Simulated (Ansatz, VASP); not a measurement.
## YN2 in VASP and in Ansatz

```
Y N
1.0
     3.45086    0.00000    0.00000
    -1.72543    2.98853    0.00000
     0.00000    0.00000    3.18541
Y N
1 2
Direct
  0.00000 0.00000 0.00000
  0.33333 0.66667 0.50001
  0.66667 0.33333 0.49999
```

Alike in both runs: functional PBEsol; k mesh 10 × 10 × 10; occupations gaussian, width 0.05 eV; no spin polarisation.

Ansatz relaxed the structure, and its values are those at the end. VASP's run is a single point on that final structure, the one shown.

|  | VASP | Ansatz |
| --- | --- | --- |
| version | VASP 6.6.1 | Ansatz 0.2.0 |
| potentials or method | VASP PAW PBE potentials, release 64 (Y_sv, N), cutoff 520 eV | scalar-relativistic, plane waves, PAW |
| valence electrons in the cell | 21 | 21 |

|  | VASP | Ansatz | Ansatz less VASP |
| --- | --- | --- | --- |
| gap on the k mesh at the Fermi level (eV) | none | none | - |
| pressure (GPa) | 0.0 | 0.0 | +0.05 |

VASP's potentials were made for PBE, not for PBEsol. A gap of «none» marks a metal or a gap that the smearing closes.
